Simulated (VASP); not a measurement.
Write the native input for VASP 6.6.1 that does the following.

* Task: single point
* Functional: LDA
* Potentials or basis: VASP PAW LDA potentials, release 64 (C)
* Cutoff: 520 eV
* k mesh: 26 × 26 × 14
* Occupations: fermi-dirac, width 0.1 eV
* Spin: no spin polarisation
* Dipole correction: no
* Further INCAR settings: ALGO = Normal; EDIFF = 1e-06; NBANDS = 11

The structure of C lies in POSCAR:

```
C
1.0
    1.4951817545      0.0000000000      0.0000000000
   -0.7475908773      1.2948653827      0.0000000000
    0.0000000000      0.0000000000      3.6487808165
C
2
Direct
    0.3333333333      0.6666666667      0.2500000000
    0.6666666667      0.3333333333      0.7500000000
```

One way to write it, as run:

INCAR

```
SYSTEM = C
PREC = Accurate ; ENCUT = 520
EDIFF = 1E-6 ; ISMEAR = -1
SIGMA = 0.1 ; LREAL = .FALSE.
LASPH = .TRUE. ; NELM = 100
ALGO = Normal ; ISIF = 2
LWAVE = .FALSE. ; LCHARG = .TRUE.
GGA = CA ; LELF = .TRUE.
LVHAR = .TRUE. ; NBANDS = 11
```

KPOINTS

```
Automatic mesh
0
G
  26 26 14
  0 0 0
```

Potentials or basis: VASP PAW LDA potentials, release 64 (C).

Command:

```bash
$ cat potpaw_LDA.64/C/POTCAR > POTCAR
$ mpirun -np 1 vasp_std > vasp.out
```

Results of the run:

- Pressure: 392.6 GPa
- Band gap on the k mesh: zero (band 4 reaches 25.19 eV, above the bottom of band 5 at 17.44 eV)

It took 56 s on 1 thread of Intel Xeon 8259CL, on a shared host, peak memory 0.14 GiB.
